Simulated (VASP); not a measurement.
# K (Fm-3m) in VASP: further runs

K is run at these levels: PBEsol+D3(BJ), PBEsol; tasks: single point.

All numbers are computed with VASP 6.6.1; they aren't measurements. Logs are shortened: lines on timing, memory, paths and dates and some standing lists are left out, and cuts for length are marked.

**1. The cell of the first run**

It takes space group Fm-3m (No. 225, cubic). Conventional cell: a = 5.552 Å, b = 5.552 Å, c = 5.552 Å, α = 90.00°, β = 90.00°, γ = 90.00°. Within 5.2 Å of K (site symmetry m-3m) lie 12 K at 3.93 Å.

**2. Single point, PBEsol+D3(BJ)**

INCAR reads:

```
SYSTEM = K
PREC = Accurate
ENCUT = 520
EDIFF = 1E-7
ISMEAR = -1
SIGMA = 0.1
LREAL = .False.
LASPH = .True.
NELM = 60
ALGO = Normal
ISIF = 2
LWAVE = .False.
LCHARG = .False.
GGA = PS
IVDW = 12
NBANDS = 10
```

KPOINTS reads:

```
Automatic mesh
0
Gamma
  11 11 11
  0 0 0
```

POSCAR reads:

```
K
1.0
    0.0000000000      2.7761970325      2.7761970325
    2.7761970325      0.0000000000      2.7761970325
    2.7761970325      2.7761970325      0.0000000000
K
1
Direct
    0.0000000000      0.0000000000      0.0000000000
```

Potentials or basis: VASP PAW PBE potentials, release 64 (K_sv).

Started as:

```sh
$ cat potpaw_PBE.64/K_sv/POTCAR > POTCAR
$ mpirun -np 1 vasp_std > vasp.out
```

OUTCAR:

```text
SYSTEM = K
   PREC = Accurate
   ENCUT = 520
   EDIFF = 1E-7
   ISMEAR = -1
   LREAL = .False.
   LASPH = .True.
   NELM = 60
   ISIF = 2
   GGA = PS
   IVDW = 12
 IVDW          = 12

 ion  position               nearest neighbor table
   1  0.000  0.000  0.000-

  LATTYP: Found a face centered cubic cell.
 ALAT       =     5.5523940650

  Lattice vectors:

 A1 = (   0.0000000000,   2.7761970325,   2.7761970325)
 A2 = (   2.7761970325,   0.0000000000,   2.7761970325)
 A3 = (   2.7761970325,   2.7761970325,   0.0000000000)

Analysis of symmetry for initial positions (statically):
=====================================================================
 Subroutine PRICEL returns:
 Original cell was already a primitive cell.

 Routine SETGRP: Setting up the symmetry group for a
 face centered cubic supercell.

 Subroutine GETGRP returns: Found 48 space group operations
 (whereof 48 operations were pure point group operations)
 out of a pool of 48 trial point group operations.

The static configuration has the point symmetry O_h .

Analysis of symmetry for dynamics (positions and initial velocities):
=====================================================================
 Subroutine PRICEL returns:
 Original cell was already a primitive cell.

 Routine SETGRP: Setting up the symmetry group for a
 face centered cubic supercell.

 Subroutine GETGRP returns: Found 48 space group operations
 (whereof 48 operations were pure point group operations)
 out of a pool of 48 trial point group operations.

The dynamic configuration has the point symmetry O_h .

 Subroutine INISYM returns: Found 48 space group operations
 (whereof 48 operations are pure point group operations),
 and found     1 'primitive' translations

----------------------------------------------------------------------------------------

                                     Primitive cell

  volume of cell :      42.7938

  direct lattice vectors                    reciprocal lattice vectors
     0.000000000  2.776197032  2.776197032    -0.180102491  0.180102491  0.180102491
     2.776197032  0.000000000  2.776197032     0.180102491 -0.180102491  0.180102491
     2.776197032  2.776197032  0.000000000     0.180102491  0.180102491 -0.180102491

  length of vectors
     3.926135495  3.926135495  3.926135495     0.311946664  0.311946664  0.311946664

  position of ions in fractional coordinates (direct lattice)
[... 81 lines left out ...]
   IBRION =     -1    ionic relax: 0-MD 1-quasi-New 2-CG
   NFREE  =      0    steps in history (QN), initial steepest desc. (CG)
   ISIF   =      2    stress and relaxation
   ISYM   =      2    0-nonsym 1-usesym 2-fastsym
   POTIM  = 0.5000    time-step for ionic-motion
   TEBEG  =    0.0;   TEEND  =   0.0 temperature during run
   PSTRESS=    0.0 pullay stress
   NELECT =       9.0000    total number of electrons
   NUPDOWN=      -1.0000    fix difference up-down
   EMIN   =  10.00;   EMAX   =-10.00  energy-range for DOS
   EFERMI =   0.00;   METHOD = LEGACY
   ISMEAR =    -1;   SIGMA  =   0.10  broadening in eV -4-tet -1-fermi 0-gaus
   EFERMI_NEDOS =   21; number of points for ismear=-14 and -15
   IALGO  =     38    algorithm
   IMIX   =      4    mixing-type and parameters
     AMIX     =   0.40;   BMIX     =  1.00
     AMIX_MAG =   1.60;   BMIX_MAG =  1.00
  volume/ion in A,a.u.               =      42.79       288.79
  Fermi-wavevector in a.u.,A,eV,Ry     =   0.973558  1.839759 12.895821  0.947816
  Thomas-Fermi vector in A             =   2.103948
   LORBIT       =      0    0 simple, 1 ext, 2 COOP (PROOUT), +10 PAW based schemes
   GGA     = PS    functional components
   LHFCALC =     F    Hartree Fock is set to
   AEXX    =    0.0000 exact exchange contribution
   IVDW    =    12    specifies the selected vdW correction
   LEPSILON=     F    determine dielectric tensor
   LRPA    =     F    only Hartree local field effects (RPA)
 non-spin polarized calculation
  energy-cutoff  :      520.00
  volume of cell :       42.79
 maximum number of plane-waves:      1179
 NGX is ok and might be reduce to    30
   NGX = 15   NGY = 15   NGZ = 15

 number of electron       8.9999999 magnetization

 Free energy of the ion-electron system (eV)
  ---------------------------------------------------
  ext. energy  EPLUGINS =         0.00000000
  ---------------------------------------------------
  free energy    TOTEN  =        -0.86023461 eV

  energy without entropy =       -0.83693029  energy(sigma->0) =       -0.84858245

 E-fermi :   1.4477     XC(G=0):  -7.2540

 val. band max:        1.3766027259   @ k =   0.4545   0.0000   0.0000
 cond. band min:       1.4543745213   @ k =  -0.2727   0.2727   0.0000
 fundamental gap:      0.0777717953
 Fermi energy:         1.4477198147

 k-point     1 :       0.0000    0.0000    0.0000
  band No.  band energies     occupation
      1     -30.4833      2.00000
      2     -13.8657      2.00000
      3     -13.8657      2.00000
      4     -13.8657      2.00000
      5      -1.5956      2.00000
      6       5.9602      0.00000
      7       5.9602      0.00000
      8       5.9602      0.00000
      9       7.7500      0.00000
     10       7.7500      0.00000
[... 287 lines left out ...]
 k-point    24 :      -0.1818    0.1818    0.0000
  band No.  band energies     occupation
      1     -30.4543      2.00000
      2     -14.0910      2.00000
      3     -13.9555      2.00000
      4     -13.8899      2.00000
      5      -0.0631      2.00000
      6       4.2970      0.00000
      7       5.2455      0.00000
      8       6.5588      0.00000
      9       6.8035      0.00000
     10       8.4499      0.00000

 [... further k-points ...]

------------------------ aborting loop because EDIFF is reached ----------------------------------------

 Edisp (eV)   -0.21512

 E8    (eV) :    -0.1609

  FORCE on cell =-STRESS in cart. coord.  units (eV):
  Direction    XX          YY          ZZ          XY          YZ          ZX
  --------------------------------------------------------------------------------------
  -------------------------------------------------------------------------------------
  Total       1.04819     1.04819     1.04819    -0.00000     0.00000    -0.00000
  in kB      39.24374    39.24374    39.24374    -0.00000     0.00000    -0.00000
  external pressure =       39.24 kB  Pullay stress =        0.00 kB

 VOLUME and BASIS-vectors are now :
 -----------------------------------------------------------------------------
  energy-cutoff  :      520.00
  volume of cell :       42.79
      direct lattice vectors                 reciprocal lattice vectors
     0.000000000  2.776197032  2.776197032    -0.180102491  0.180102491  0.180102491
     2.776197032  0.000000000  2.776197032     0.180102491 -0.180102491  0.180102491
     2.776197032  2.776197032  0.000000000     0.180102491  0.180102491 -0.180102491

 POSITION                                       TOTAL-FORCE (eV/Angst)
 -----------------------------------------------------------------------------------
      0.00000      0.00000      0.00000        -0.000000      0.000000     -0.000000
 -----------------------------------------------------------------------------------
    total drift:                               -0.000000     -0.000000     -0.000000

  FREE ENERGIE OF THE ION-ELECTRON SYSTEM (eV)
  ---------------------------------------------------
  free  energy   TOTEN  =        -1.0753520186 eV

  energy  without entropy=       -1.0520476929  energy(sigma->0) =       -1.06369986
```

OSZICAR:

```text
N       E                     dE             d eps       ncg     rms          rms(c)
DAV:   1     0.494264086190E+02    0.49426E+02   -0.39777E+03  1120   0.744E+02
DAV:   2     0.527412071348E+00   -0.48899E+02   -0.47961E+02  1204   0.210E+02
DAV:   3    -0.828567351820E+00   -0.13560E+01   -0.13512E+01  1666   0.282E+01
DAV:   4    -0.866535970394E+00   -0.37969E-01   -0.37898E-01  1380   0.394E+00
DAV:   5    -0.868559062769E+00   -0.20231E-02   -0.20220E-02  1718   0.603E-01    0.400E+00
DAV:   6    -0.861232978208E+00    0.73261E-02   -0.12884E-02  1356   0.935E-01    0.265E+00
DAV:   7    -0.860574401942E+00    0.65858E-03   -0.19510E-02  1326   0.104E+00    0.217E-01
DAV:   8    -0.860235668026E+00    0.33873E-03   -0.31448E-03  1356   0.585E-01    0.762E-02
DAV:   9    -0.860234009882E+00    0.16581E-05   -0.28489E-05  1350   0.455E-02    0.253E-02
DAV:  10    -0.860234631701E+00   -0.62182E-06   -0.11920E-05  1638   0.290E-02    0.498E-03
DAV:  11    -0.860234610861E+00    0.20840E-07   -0.61265E-08  1042   0.250E-03
   1 F= -.10753520E+01 E0= -.10636999E+01  d E =-.233043E-01
```

stdout:

```text
POSCAR found type information on POSCAR K
 POSCAR found :  1 types and       1 ions
 scaLAPACK will be used
 -----------------------------------------------------------------------------
|                                                                             |
|                                                                             |
|     You enforced a specific xc type in the INCAR file but a different       |
|     I HOPE YOU KNOW WHAT YOU ARE DOING!                                     |
|                                                                             |
 -----------------------------------------------------------------------------

 LDA part: xc-table for (Slater+PW92), standard interpolation
 POSCAR, INCAR and KPOINTS ok, starting setup
 FFT: planning ... GRIDC
 FFT: planning ... GRID_SOFT
 FFT: planning ... GRID
 WAVECAR not read
 entering main loop
```

Wall time 11 s (1 thread of AMD EPYC 9R45 (Zen 5), shared host); peak memory 0.15 GiB.

Results:

```
Free energy                : -1.0754 eV
Pressure                   : 3.9 GPa
Dispersion energy per atom : -0.215 eV
```

Caveat: three body term missing; the PAW data sets were made with another functional, which shifts forces and pressure a little; pairwise dispersion overbinds metals, which lowers pressure and volume.

**3. Single point, PBEsol (volume scaled by 0.7)**

INCAR reads:

```
SYSTEM = K
  PREC = Accurate
  ENCUT = 520
  EDIFF = 1E-6
  ISMEAR = -1
  SIGMA = 0.1
  LREAL = .False.
  LASPH = .True.
  NELM = 60
  ALGO = Normal
  ISIF = 2
  LWAVE = .False.
  LCHARG = .True.
  GGA = PS
  LELF = .True.
  LVHAR = .True.
  NBANDS = 10
```

KPOINTS reads:

```
regular mesh
0
Gamma
  11 11 11
  0 0 0
```

POSCAR reads:

```
K
1.0
    0.0000000000      2.9225764619      2.9225764619
    2.9225764619      0.0000000000      2.9225764619
    2.9225764619      2.9225764619      0.0000000000
K
1
Direct
    0.0000000000      0.0000000000      0.0000000000
```

Potentials or basis: VASP PAW PBE potentials, release 64 (K_sv).

Started as:

```sh
$ cat potpaw_PBE.64/K_sv/POTCAR > POTCAR
$ mpirun -np 1 vasp_std > vasp.out
```

OUTCAR:

```text
SYSTEM = K
   PREC = Accurate
   ENCUT = 520
   EDIFF = 1E-6
   ISMEAR = -1
   LREAL = .False.
   LASPH = .True.
   NELM = 60
   ISIF = 2
   GGA = PS

 ion  position               nearest neighbor table
   1  0.000  0.000  0.000-

  LATTYP: Found a face centered cubic cell.
 ALAT       =     5.8451529238

  Lattice vectors:

 A1 = (   0.0000000000,   2.9225764619,   2.9225764619)
 A2 = (   2.9225764619,   0.0000000000,   2.9225764619)
 A3 = (   2.9225764619,   2.9225764619,   0.0000000000)
[... 480 lines left out ...]
      1     -30.9773      2.00000
      2     -14.5787      2.00000
      3     -14.4957      2.00000
      4     -14.4550      2.00000
      5      -0.5436      2.00000
      6       3.7468      0.00000
      7       4.6328      0.00000
      8       5.8848      0.00000
      9       6.1189      0.00000
     10       7.5598      0.00000

 [... further k-points ...]
[... 5 lines left out ...]
  --------------------------------------------------------------------------------------
  -------------------------------------------------------------------------------------
  Total        0.7824995      0.7824995      0.7824995      0.0000000      0.0000000      0.0000000
  in kB       25.1111740     25.1111740     25.1111740      0.0000000      0.0000000      0.0000000
  external PRESSURE =      25.1111740 kB  Pullay stress =       0.0000000 kB

 VOLUME and BASIS-vectors are now :
 -----------------------------------------------------------------------------
  energy-cutoff  :      520.00
  volume of cell :       49.93
      direct lattice vectors                 reciprocal lattice vectors
     0.000000000  2.922576462  2.922576462    -0.171081923  0.171081923  0.171081923
     2.922576462  0.000000000  2.922576462     0.171081923 -0.171081923  0.171081923
     2.922576462  2.922576462  0.000000000     0.171081923  0.171081923 -0.171081923

 POSITION                                       TOTAL-FORCE (eV/Angst)
 -----------------------------------------------------------------------------------
      0.00000      0.00000      0.00000         0.000000      0.000000     -0.000000
 -----------------------------------------------------------------------------------
    total drift:                                0.000000      0.000000     -0.000000

  FREE ENERGIE OF THE ION-ELECTRON SYSTEM (eV)
  ---------------------------------------------------
  free  energy   TOTEN  =        -1.0182627329 eV

  energy  without entropy=       -0.9949281229  energy(sigma->0) =       -1.00659543
```

OSZICAR:

```text
N       E                     dE             d eps       ncg     rms          rms(c)
DAV:   1     0.479039515682E+02    0.47904E+02   -0.38512E+03  1120   0.731E+02
DAV:   2     0.482699138109E+00   -0.47421E+02   -0.46664E+02  1194   0.199E+02
DAV:   3    -0.967284551430E+00   -0.14500E+01   -0.14443E+01  1662   0.286E+01
DAV:   4    -0.102175811314E+01   -0.54474E-01   -0.54431E-01  1458   0.457E+00
DAV:   5    -0.102447440285E+01   -0.27163E-02   -0.27154E-02  1674   0.670E-01    0.326E+00
DAV:   6    -0.101926642655E+01    0.52080E-02   -0.83648E-03  1396   0.720E-01    0.216E+00
DAV:   7    -0.101842044436E+01    0.84598E-03   -0.13596E-02  1384   0.818E-01    0.158E-01
DAV:   8    -0.101825890515E+01    0.16154E-03   -0.21340E-03  1450   0.468E-01    0.500E-02
DAV:   9    -0.101826254084E+01   -0.36357E-05   -0.32135E-05  1404   0.443E-02    0.294E-02
DAV:  10    -0.101826273293E+01   -0.19209E-06   -0.83859E-06  1424   0.233E-02
   1 F= -.10182627E+01 E0= -.10065954E+01  d E =-.233346E-01
```

Run time: 12 s. Hardware: 1 thread of AMD EPYC 9R45 (Zen 5), shared host; peak memory 0.15 GiB.

What came out:

- Free energy: -1.0183 eV
- Pressure: 2.5 GPa

Caveat: the PAW data sets were made with another functional, which shifts forces and pressure a little.
